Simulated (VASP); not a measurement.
Set up this calculation in VASP 6.6.1, as the native input.

```
Task                   : single point
Functional             : PBE
Potentials or basis    : VASP PAW PBE potentials, release 64 (Tm_3, Ge_d, F), 4f in core
Cutoff                 : 600 eV
k mesh                 : 3 × 3 × 2
Occupations            : gaussian, width 0.15 eV
Spin                   : no spin polarisation
Dipole correction      : no
Further INCAR settings : ALGO = Normal; EDIFF = 1e-06; NBANDS = 31
```

The structure of Tm2GeF2 lies in POSCAR:

```
Tm2GeF2
1.0
    4.0294107100      0.0000000000      0.0000000000
   -2.0147053550      3.4895720372      0.0000000000
    0.0000000000      0.0000000000      7.6912492486
Tm Ge F
2 1 2
Direct
    0.6666666667      0.3333333333      0.2228510744
    0.6666666667      0.3333333333      0.7771489256
    0.0000000000      0.0000000000      0.5000000000
    0.3333333333      0.6666666667      0.0000000000
    0.6666666667      0.3333333333      0.5000000000
```

The cell was generated, and may not be a known phase.

These files were run (other wordings do the same):

INCAR

```
ALGO = Normal ; EDIFF = 1E-6
ENCUT = 600 ; GGA = PE
GGA_COMPAT = False ; ISIF = 2
ISMEAR = 0 ; LASPH = True
LCHARG = False ; LMAXMIX = 6
LREAL = False ; LWAVE = False
NBANDS = 31 ; NELM = 200
PREC = Accurate ; SIGMA = 0.15
```

KPOINTS

```
k-points
0
Gamma
  3 3 2
```

Potentials or basis: VASP PAW PBE potentials, release 64 (Tm_3, Ge_d, F), 4f in core.

Command:

```bash
$ cat potpaw_PBE.64/Tm_3/POTCAR potpaw_PBE.64/Ge_d/POTCAR potpaw_PBE.64/F/POTCAR > POTCAR
$ mpirun -np 1 vasp_std > vasp.out
```

Results of the run:

```json
{
  "Pressure": "0.5 GPa",
  "Largest force": "0.190 eV/Å",
  "Band gap on the k mesh": "0.03 eV (least direct gap 0.12 eV)"
}
```

Caveat: the k points lie up to 0.60 Å⁻¹ apart; the smearing spreads over this small gap; semilocal functionals underestimate gaps, and a narrow one can read as zero; spin-orbit coupling is left out, which moves the levels of the heavy elements; the 4f electrons are frozen in the core, so they carry no moment and show no levels.

It took 19 s on 1 thread of Intel(R) Xeon(R) 6975P-C (Granite Rapids), with other jobs on the host, peak memory 0.24 GiB.
